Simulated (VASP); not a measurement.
**Al2Cu3: single point with PBE**

The system is Al2Cu3.

```
Al Cu
1.0
     4.52894   -2.26482    0.00000
     4.52894    2.26482    0.00000
    -2.36955    0.00000    6.37240
Al Cu
4 6
Cartesian
  3.5117 1.4545 0.2898
  2.3269 -1.4545 3.4760
  4.3614 1.4545 2.8964
  3.1767 -1.4545 6.0826
  1.8834 0.7774 2.2262
  0.6986 -0.7774 5.4124
  5.9897 0.7774 0.9600
  4.8049 -0.7774 4.1462
  3.9366 -0.7798 1.5931
  2.7518 0.7798 4.7793
```

```yaml
Program: VASP 6.6.1
Task: single point
Functional: PBE
Potentials_or_basis: VASP PAW PBE potentials, release 64 (Al, Cu)
Cutoff: 520 eV
k_mesh: 4 × 4 × 4
Occupations: gaussian, width 0.1 eV
Spin: no spin polarisation
```

The pressure is 0.4 GPa. The largest force is 0.029 eV/Å and the band gap on the k mesh is zero (band 39 reaches 9.48 eV, above the bottom of band 40 at 7.22 eV).

Forces on the atoms (eV/Å):
```
Al  -0.022 -0.009 -0.017
Al  -0.022  0.009 -0.017
Al   0.022 -0.009  0.017
Al   0.022  0.009  0.017
Cu   0.006  0.003 -0.005
Cu   0.006 -0.003 -0.005
Cu  -0.006  0.003  0.005
Cu  -0.006 -0.003  0.005
Cu   0.000  0.006  0.000
Cu   0.000 -0.006  0.000
```

Stress tensor (GPa, compression positive):
```
 1.03  0.00  1.03
 0.00 -0.01  0.00
 1.03  0.00  0.27
```

Levels at points of the mesh, in eV from the Fermi level:
| k point | band 35 | band 36 | band 37 | band 38 | band 39 | band 40 | band 41 | band 42 | band 43 | band 44 |
| --- | --- | --- | --- | --- | --- | --- | --- | --- | --- | --- |
| (0.00, 0.00, 0.00) | -1.64 | -0.93 | -0.58 | -0.56 | -0.28 | -0.03 | 0.35 | 1.77 | 1.99 | 2.00 |
| (0.50, 0.00, 0.00) | -2.29 | -2.24 | -2.06 | -1.79 | -1.37 | -1.23 | 3.05 | 3.11 | 3.77 | 3.81 |
| (0.50, 0.50, 0.00) | -2.28 | -1.82 | -1.12 | -0.81 | 1.03 | 1.11 | 1.14 | 1.53 | 2.62 | 4.16 |
| (0.00, 0.00, 0.50) | -1.39 | -1.39 | -0.89 | -0.89 | 0.60 | 0.60 | 1.11 | 1.11 | 1.38 | 1.38 |
| (0.50, 0.00, 0.50) | -2.38 | -2.11 | -1.86 | -1.85 | 0.49 | 0.51 | 1.00 | 1.24 | 2.22 | 2.72 |
| (0.50, 0.50, 0.50) | -1.52 | -1.52 | -1.38 | -1.38 | -0.57 | -0.57 | 2.96 | 2.96 | 4.26 | 4.26 |

It took 2.9 min on 1 thread of AMD EPYC 9R14 (Zen 4) (shared host), peak memory 0.29 GiB.

Caveat: the k points lie up to 0.39 Å⁻¹ apart.
